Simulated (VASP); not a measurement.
# Os (I4/mmm) in VASP: a series of runs

Runs on Os. Level: PBEsol. Tasks: single point.

Program: VASP 6.6.1. These are calculated values, not measurements. Logs are shortened: lines on timing, memory, paths and dates and some standing lists are left out, and cuts for length are marked.

### Step 1. The cell of the first run

The structure is tetragonal, space group I4/mmm (No. 139). The conventional cell has a = 2.751 Å, b = 2.751 Å, c = 4.182 Å, α = 90.00°, β = 90.00°, γ = 90.00°. Within 3.6 Å of Os (site symmetry 4/mmm) lie 12 Os at 2.75 to 2.86 Å.

### Step 2. Single point, PBEsol (strain +0.0750 x Voigt [1, 0, 0, 0, 0, 0])

The input, INCAR:

```
SYSTEM = Os
ALGO = Normal
EDIFF = 1E-6
ENCUT = 520
GGA = PS
ISIF = 2
ISMEAR = 0
LASPH = .True.
LCHARG = .True.
LELF = .True.
LREAL = .False.
LVHAR = .True.
LWAVE = .False.
NBANDS = 10
NELM = 100
PREC = Accurate
SIGMA = 0.15
```

The input, KPOINTS:

```
k-points
0
Gamma
  20 20 20
  0 0 0
```

The input, POSCAR:

```
Os
1.0
    0.0000000000      1.9450000000      1.9450000000
    2.0908750000      0.0000000000      1.9450000000
    2.0908750000      1.9450000000      0.0000000000
Os
1
Direct
    0.0000000000      0.0000000000      0.0000000000
```

Potentials or basis: VASP PAW PBE potentials, release 64 (Os).

Started as:

```console
cat potpaw_PBE.64/Os/POTCAR > POTCAR
mpirun -np 1 vasp_std > vasp.out
```

OUTCAR:

```text
SYSTEM = Os
   EDIFF = 1E-6
   ENCUT = 520
   GGA = PS
   ISIF = 2
   ISMEAR = 0
   LASPH = .True.
   LREAL = .False.
   NELM = 100
   PREC = Accurate

 ion  position               nearest neighbor table
   1  0.000  0.000  0.000-

  LATTYP: Found a body centered tetragonal cell.
 ALAT       =     2.7506453788
 C/A-ratio  =     1.5202795796

  Lattice vectors:

 A1 = (   2.0908750000,   0.0000000000,   1.9450000000)
 A2 = (   2.0908750000,   0.0000000000,  -1.9450000000)
 A3 = (  -2.0908750000,   1.9450000000,   0.0000000000)

Analysis of symmetry for initial positions (statically):
=====================================================================
 Subroutine PRICEL returns:
 Original cell was already a primitive cell.

 Routine SETGRP: Setting up the symmetry group for a
 body centered tetragonal supercell.

 Subroutine GETGRP returns: Found 16 space group operations
 (whereof 16 operations were pure point group operations)
 out of a pool of 16 trial point group operations.

The static configuration has the point symmetry D_4h.

Analysis of symmetry for dynamics (positions and initial velocities):
=====================================================================
 Subroutine PRICEL returns:
 Original cell was already a primitive cell.

 Routine SETGRP: Setting up the symmetry group for a
 body centered tetragonal supercell.

 Subroutine GETGRP returns: Found 16 space group operations
 (whereof 16 operations were pure point group operations)
 out of a pool of 16 trial point group operations.

The dynamic configuration has the point symmetry D_4h.

 Subroutine INISYM returns: Found 16 space group operations
 (whereof 16 operations are pure point group operations),
 and found     1 'primitive' translations

----------------------------------------------------------------------------------------

                                     Primitive cell

  volume of cell :      15.8197

  direct lattice vectors                    reciprocal lattice vectors
     0.000000000  1.945000000  1.945000000    -0.239134334  0.257069409  0.257069409
     2.090875000  0.000000000  1.945000000     0.239134334 -0.257069409  0.257069409
     2.090875000  1.945000000  0.000000000     0.239134334  0.257069409 -0.257069409

  length of vectors
     2.750645379  2.855658114  2.855658114     0.435148930  0.435148930  0.435148930

  position of ions in fractional coordinates (direct lattice)
     0.000000000  0.000000000  0.000000000

  ion indices of the primitive-cell ions
   primitive index   ion index
                 1           1

----------------------------------------------------------------------------------------

 KPOINTS: k-points

Automatic generation of k-mesh.
 Grid dimensions read from file:
 generate k-points for:   20   20   20

 Generating k-lattice:

  Cartesian coordinates                     Fractional coordinates (reciprocal lattice)
    -0.011956717  0.012853470  0.012853470     0.050000000  0.000000000  0.000000000
     0.011956717 -0.012853470  0.012853470     0.000000000  0.050000000  0.000000000
     0.011956717  0.012853470 -0.012853470     0.000000000  0.000000000  0.050000000

  Length of vectors
     0.021757447  0.021757447  0.021757447

  Shift w.r.t. Gamma in fractional coordinates (k-lattice)
     0.000000000  0.000000000  0.000000000

 Subroutine IBZKPT returns following result:
 ===========================================

 Found    641 irreducible k-points:

 Following reciprocal coordinates:
            Coordinates               Weight
  0.000000  0.000000  0.000000      1.000000
  0.050000 -0.000000 -0.000000      8.000000
  0.100000 -0.000000 -0.000000      8.000000
  0.150000 -0.000000 -0.000000      8.000000
  0.200000 -0.000000 -0.000000      8.000000
  0.250000 -0.000000 -0.000000      8.000000
[... 16 lines left out ...]
 -0.400000  0.050000  0.000000     16.000000
 -0.350000  0.050000  0.000000     16.000000
 [... further k-points ...]
   k-points           NKPTS =    641   k-points in BZ     NKDIM =    641   number of bands    NBANDS=     10
   number of dos      NEDOS =    301   number of ions     NIONS =      1
   total plane-waves  NPLWV =  11520
   dimension x,y,z NGX =    20 NGY =   24 NGZ =   24
   dimension x,y,z NGXF=    40 NGYF=   48 NGZF=   48
   ions per type =               1
   NGX,Y,Z   is equivalent  to a cutoff of  12.09, 13.97, 13.97 a.u.
   NGXF,Y,Z  is equivalent  to a cutoff of  24.18, 27.94, 27.94 a.u.
 SYSTEM =  Os
   PREC   = accura    normal or accurate (medium, high low for compatibility)
   ISTART =      0    job   : 0-new  1-cont  2-samecut
   ICHARG =      2    charge: 1-file 2-atom 10-const
   ISPIN  =      1    spin polarized calculation?
   LNONCOLLINEAR =      F non collinear calculations
   LSORBIT =      F    spin-orbit coupling
   LASPH  =      T    aspherical Exc in radial PAW
   ENCUT  =  520.0 eV  38.22 Ry    6.18 a.u.   5.11  5.31  5.31*2*pi/ulx,y,z
   NELM   =    100;   NELMIN=  2; NELMDL= -5     # of ELM steps
   EDIFF  = 0.1E-05   stopping-criterion for ELM
   LREAL  =      F    real-space projection
   EDIFFG = 0.1E-04   stopping-criterion for IOM
   NSW    =      0    number of steps for IOM
   IBRION =     -1    ionic relax: 0-MD 1-quasi-New 2-CG
   NFREE  =      0    steps in history (QN), initial steepest desc. (CG)
   ISIF   =      2    stress and relaxation
   ISYM   =      2    0-nonsym 1-usesym 2-fastsym
   POTIM  = 0.5000    time-step for ionic-motion
   TEBEG  =    0.0;   TEEND  =   0.0 temperature during run
   PSTRESS=    0.0 pullay stress
   NELECT =       8.0000    total number of electrons
   NUPDOWN=      -1.0000    fix difference up-down
   EMIN   =  10.00;   EMAX   =-10.00  energy-range for DOS
   EFERMI =   0.00;   METHOD = LEGACY
   ISMEAR =     0;   SIGMA  =   0.15  broadening in eV -4-tet -1-fermi 0-gaus
   EFERMI_NEDOS =   21; number of points for ismear=-14 and -15
   IALGO  =     38    algorithm
   IMIX   =      4    mixing-type and parameters
     AMIX     =   0.40;   BMIX     =  1.00
     AMIX_MAG =   1.60;   BMIX_MAG =  1.00
  volume/ion in A,a.u.               =      15.82       106.76
  Fermi-wavevector in a.u.,A,eV,Ry     =   1.304285  2.464741 23.145668  1.701159
  Thomas-Fermi vector in A             =   2.435231
   LORBIT       =      0    0 simple, 1 ext, 2 COOP (PROOUT), +10 PAW based schemes
   GGA     = PS    functional components
   LHFCALC =     F    Hartree Fock is set to
   AEXX    =    0.0000 exact exchange contribution
   IVDW    =     0    specifies the selected vdW correction
   LEPSILON=     F    determine dielectric tensor
   LRPA    =     F    only Hartree local field effects (RPA)
 non-spin polarized calculation
 Gauss-broadening in eV      SIGMA  =   0.15
  energy-cutoff  :      520.00
  volume of cell :       15.82
 maximum number of plane-waves:       440
   NGX = 11   NGY = 11   NGZ = 11

 number of electron       8.0000000 magnetization

 Free energy of the ion-electron system (eV)
  ---------------------------------------------------
  ext. energy  EPLUGINS =         0.00000000
  ---------------------------------------------------
  free energy    TOTEN  =       -11.79781966 eV

  energy without entropy =      -11.78659154  energy(sigma->0) =      -11.79220560

 E-fermi :   7.4587     XC(G=0): -13.4576

 val. band max:        7.4525040780   @ k =  -0.2000   0.1000   0.1000
 cond. band min:       7.4593357629   @ k =  -0.4000   0.5000   0.1000
 fundamental gap:      0.0068316849
 Fermi energy:         7.4587118296

 k-point     1 :       0.0000    0.0000    0.0000
  band No.  band energies     occupation
      1      -2.3546      2.00000
      2       4.3302      2.00000
      3       5.2613      2.00000
      4       5.2613      2.00000
      5       6.8084      2.00000
      6       8.0159      0.00000
      7      21.8179      0.00000
      8      25.5319      0.00000
      9      27.5082      0.00000
     10      27.5082      0.00000

 k-point     2 :       0.0500   -0.0000   -0.0000
  band No.  band energies     occupation
      1      -2.2514      2.00000
      2       4.3524      2.00000
      3       5.2228      2.00000
      4       5.3067      2.00000
      5       6.7926      2.00000
      6       7.9718      0.00000
      7      22.0011      0.00000
      8      25.5046      0.00000
      9      27.0712      0.00000
     10      27.6881      0.00000

 k-point     3 :       0.1000   -0.0000   -0.0000
  band No.  band energies     occupation
      1      -1.9495      2.00000
      2       4.3883      2.00000
      3       5.1374      2.00000
      4       5.4327      2.00000
      5       6.7718      2.00000
      6       7.8571      0.00017
      7      22.5113      0.00000
      8      24.9181      0.00000
      9      26.9044      0.00000
     10      28.2122      0.00000

 k-point     4 :       0.1500   -0.0000   -0.0000
  band No.  band energies     occupation
      1      -1.4743      2.00000
      2       4.3678      2.00000
      3       5.0672      2.00000
      4       5.6034      2.00000
      5       6.8204      2.00000
      6       7.7259      0.01177
      7      23.1758      0.00000
      8      23.7923      0.00000
      9      27.5265      0.00000
     10      29.0330      0.00000
[... 222 lines left out ...]
 k-point    22 :      -0.4500    0.0500    0.0000
  band No.  band energies     occupation
      1       0.8610      2.00000
      2       4.4108      2.00000
      3       5.2127      2.00000
      4       6.8315      2.00000
      5       9.3116      0.00000
      6       9.7402      0.00000
      7      15.1926      0.00000
      8      21.3626      0.00000
      9      26.1799      0.00000
     10      27.0941      0.00000

 k-point    23 :      -0.4000    0.0500    0.0000
  band No.  band energies     occupation
      1       0.8383      2.00000
      2       4.4660      2.00000
      3       5.3008      2.00000
      4       6.1989      2.00000
      5       8.9525      0.00000
      6       9.4514      0.00000
      7      16.2460      0.00000
      8      21.6738      0.00000
      9      26.7365      0.00000
     10      27.7256      0.00000

 k-point    24 :      -0.3500    0.0500    0.0000
  band No.  band energies     occupation
      1       0.7423      2.00000
      2       4.5761      2.00000
      3       5.3332      2.00000
      4       5.4747      2.00000
      5       8.4338      0.00000
      6       9.0503      0.00000
      7      17.7255      0.00000
      8      22.2566      0.00000
      9      27.5203      0.00000
     10      28.9238      0.00000

 [... further k-points ...]
[... 5 lines left out ...]
  --------------------------------------------------------------------------------------
  -------------------------------------------------------------------------------------
  Total       -5.1415975     -3.2068713     -3.2068713     -0.0000000      0.0000000      0.0000000
  in kB     -520.7285355   -324.7841588   -324.7841588     -0.0000000      0.0000000      0.0000000
  external PRESSURE =    -390.0989510 kB  Pullay stress =       0.0000000 kB

 VOLUME and BASIS-vectors are now :
 -----------------------------------------------------------------------------
  energy-cutoff  :      520.00
  volume of cell :       15.82
      direct lattice vectors                 reciprocal lattice vectors
     0.000000000  1.945000000  1.945000000    -0.239134334  0.257069409  0.257069409
     2.090875000  0.000000000  1.945000000     0.239134334 -0.257069409  0.257069409
     2.090875000  1.945000000  0.000000000     0.239134334  0.257069409 -0.257069409

 POSITION                                       TOTAL-FORCE (eV/Angst)
 -----------------------------------------------------------------------------------
      0.00000      0.00000      0.00000         0.000000      0.000000      0.000000
 -----------------------------------------------------------------------------------
    total drift:                               -0.000000      0.000000     -0.000000

  FREE ENERGIE OF THE ION-ELECTRON SYSTEM (eV)
  ---------------------------------------------------
  free  energy   TOTEN  =       -11.7978196574 eV

  energy  without entropy=      -11.7865915412  energy(sigma->0) =      -11.79220560
```

It took 46 s on 1 thread of Intel Xeon Platinum 8488C (Sapphire Rapids), shared host; peak memory 0.22 GiB.

What came out:

```
Free energy            : -11.7978 eV
Pressure               : -39.0 GPa
Band gap on the k mesh : zero (band 4 reaches 9.51 eV, above the bottom of band 5 at 5.93 eV)
```

Caveat: the cell differs from its parent crystal (strain +0.0750 x Voigt [1, 0, 0, 0, 0, 0]); the PAW data sets were made with another functional, which shifts forces and pressure a little; spin-orbit coupling is left out, which moves the levels of the heavy elements.

### Step 3. Single point, PBEsol (strain +0.0875 x Voigt [1, 0, 0, 0, 0, 0])

The input, INCAR:

```
SYSTEM = Os
PREC = Accurate
ENCUT = 520
EDIFF = 1E-6
ISMEAR = 0
SIGMA = 0.15
LREAL = .False.
LASPH = .True.
NELM = 60
ALGO = Normal
ISIF = 2
LWAVE = .False.
LCHARG = .False.
GGA = PS
NBANDS = 10
```

The input, KPOINTS:

```
Automatic mesh
0
Gamma
  20 20 20
  0 0 0
```

The input, POSCAR:

```
Os
1.0
    0.0000000000      1.9450000000      1.9450000000
    2.1151875000      0.0000000000      1.9450000000
    2.1151875000      1.9450000000      0.0000000000
Os
1
Direct
    0.0000000000      0.0000000000      0.0000000000
```

Potentials or basis: VASP PAW PBE potentials, release 64 (Os).

Started as:

```console
cat potpaw_PBE.64/Os/POTCAR > POTCAR
mpirun -np 1 vasp_std > vasp.out
```

OUTCAR:

```text
SYSTEM = Os
   PREC = Accurate
   ENCUT = 520
   EDIFF = 1E-6
   ISMEAR = 0
   LREAL = .False.
   LASPH = .True.
   NELM = 60
   ISIF = 2
   GGA = PS

 ion  position               nearest neighbor table
   1  0.000  0.000  0.000-

  LATTYP: Found a body centered tetragonal cell.
 ALAT       =     2.7506453788
 C/A-ratio  =     1.5379572491

  Lattice vectors:

 A1 = (   2.1151875000,   0.0000000000,   1.9450000000)
 A2 = (   2.1151875000,   0.0000000000,  -1.9450000000)
 A3 = (  -2.1151875000,   1.9450000000,   0.0000000000)

Analysis of symmetry for initial positions (statically):
=====================================================================
 Subroutine PRICEL returns:
 Original cell was already a primitive cell.

 Routine SETGRP: Setting up the symmetry group for a
 body centered tetragonal supercell.

 Subroutine GETGRP returns: Found 16 space group operations
 (whereof 16 operations were pure point group operations)
 out of a pool of 16 trial point group operations.

The static configuration has the point symmetry D_4h.

Analysis of symmetry for dynamics (positions and initial velocities):
[... 160 lines left out ...]
 cond. band min:       7.3083944391   @ k =   0.1500   0.3500   0.0500
 fundamental gap:      0.0038871361
 Fermi energy:         7.3058080306

 k-point     1 :       0.0000    0.0000    0.0000
  band No.  band energies     occupation
      1      -2.4094      2.00000
      2       4.1368      2.00000
      3       5.2065      2.00000
      4       5.2065      2.00000
      5       6.5512      2.00000
      6       7.9379      0.00000
      7      21.6894      0.00000
      8      25.1460      0.00000
      9      27.3801      0.00000
     10      27.3801      0.00000
[... 287 lines left out ...]
 k-point    24 :      -0.3500    0.0500    0.0000
  band No.  band energies     occupation
      1       0.6761      2.00000
      2       4.4028      2.00000
      3       5.2175      2.00000
      4       5.4271      2.00000
      5       8.2608      0.00000
      6       8.8522      0.00000
      7      17.4714      0.00000
      8      22.0272      0.00000
      9      27.2438      0.00000
     10      28.6529      0.00000

 [... further k-points ...]
[... 5 lines left out ...]
  --------------------------------------------------------------------------------------
  -------------------------------------------------------------------------------------
  Total       -5.5963017     -3.3667845     -3.3667845     -0.0000000      0.0000000     -0.0000000
  in kB     -560.2651669   -337.0604694   -337.0604694     -0.0000000      0.0000000     -0.0000000
  external PRESSURE =    -411.4620353 kB  Pullay stress =       0.0000000 kB

 VOLUME and BASIS-vectors are now :
 -----------------------------------------------------------------------------
  energy-cutoff  :      520.00
  volume of cell :       16.00
      direct lattice vectors                 reciprocal lattice vectors
     0.000000000  1.945000000  1.945000000    -0.236385663  0.257069409  0.257069409
     2.115187500  0.000000000  1.945000000     0.236385663 -0.257069409  0.257069409
     2.115187500  1.945000000  0.000000000     0.236385663  0.257069409 -0.257069409

 POSITION                                       TOTAL-FORCE (eV/Angst)
 -----------------------------------------------------------------------------------
      0.00000      0.00000      0.00000         0.000000     -0.000000      0.000000
 -----------------------------------------------------------------------------------
    total drift:                                0.000000     -0.000000     -0.000000

  FREE ENERGIE OF THE ION-ELECTRON SYSTEM (eV)
  ---------------------------------------------------
  free  energy   TOTEN  =       -11.7359143411 eV

  energy  without entropy=      -11.7246121115  energy(sigma->0) =      -11.73026323
```

stdout:

```text
POSCAR found type information on POSCAR Os
 POSCAR found :  1 types and       1 ions
 scaLAPACK will be used
 -----------------------------------------------------------------------------
|                                                                             |
|                                                                             |
|     You enforced a specific xc type in the INCAR file but a different       |
|     I HOPE YOU KNOW WHAT YOU ARE DOING!                                     |
|                                                                             |
 -----------------------------------------------------------------------------

 LDA part: xc-table for (Slater+PW92), standard interpolation
 POSCAR, INCAR and KPOINTS ok, starting setup
 FFT: planning ... GRIDC
 FFT: planning ... GRID_SOFT
 FFT: planning ... GRID
 WAVECAR not read
 entering main loop
```

Run time: 51 s. Hardware: 1 thread of Intel Xeon Platinum 8488C (Sapphire Rapids), shared host; peak memory 0.22 GiB.

Results:

| Property | Result |
| --- | --- |
| Free energy | -11.7359 eV |
| Pressure | -41.1 GPa |
| Band gap on the k mesh | zero (band 4 reaches 9.30 eV, above the bottom of band 5 at 5.86 eV) |

Stress tensor (GPa, compression positive):
```
-56.03   0.00   0.00
  0.00 -33.71   0.00
  0.00   0.00 -33.71
```

Caveat: the cell differs from its parent crystal (strain +0.0875 x Voigt [1, 0, 0, 0, 0, 0]); the PAW data sets were made with another functional, which shifts forces and pressure a little; spin-orbit coupling is left out, which moves the levels of the heavy elements.
